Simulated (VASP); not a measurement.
Here is a VASP 6.6.1 calculation.

Contents of INCAR:

```
PREC = Accurate
ENCUT = 600
EDIFF = 1E-7
ISMEAR = -1
SIGMA = 0.08
LREAL = F
LASPH = T
NELM = 100
ALGO = Normal
ISIF = 3
LWAVE = F
LCHARG = F
GGA = PS
IBRION = 2
NSW = 60
EDIFFG = -0.005
```

File KPOINTS:

```
Automatic mesh
0
Gamma
  19 19 19
```

File POSCAR:

```
Ir
1.0
    0.0000000000      1.9197388244      1.9197388244
    1.9197388244      0.0000000000      1.9197388244
    1.9197388244      1.9197388244      0.0000000000
Ir
1
Direct
    0.0000000000      0.0000000000      0.0000000000
```

Potentials or basis: VASP PAW PBE potentials, release 64 (Ir).

Command:

```console
$ cat potpaw_PBE.64/Ir/POTCAR > POTCAR
$ mpirun -np 1 vasp_std > vasp.out
```

What does it give for the relaxed volume?

14.10 Å³/atom.

Estimate the relaxed cell.

a = 2.712 Å, b = 2.712 Å, c = 2.712 Å, α = 60.00°, β = 60.00°, γ = 60.00°.

Estimate the space group after relaxing (to 0.05 Å).

Fm-3m (No. 225).

Final structure:
```cif
data_structure
_symmetry_space_group_name_H-M 'P 1'
_symmetry_Int_Tables_number 1
_cell_length_a 2.7116
_cell_length_b 2.7116
_cell_length_c 2.7116
_cell_angle_alpha 60.000
_cell_angle_beta 60.000
_cell_angle_gamma 60.000
_cell_volume 14.10
loop_
_atom_site_label
_atom_site_type_symbol
_atom_site_fract_x
_atom_site_fract_y
_atom_site_fract_z
_atom_site_occupancy
Ir1 Ir 0.00000 0.00000 0.00000 1
```

Caveat: the PAW data sets were made with another functional, which shifts forces and pressure a little.
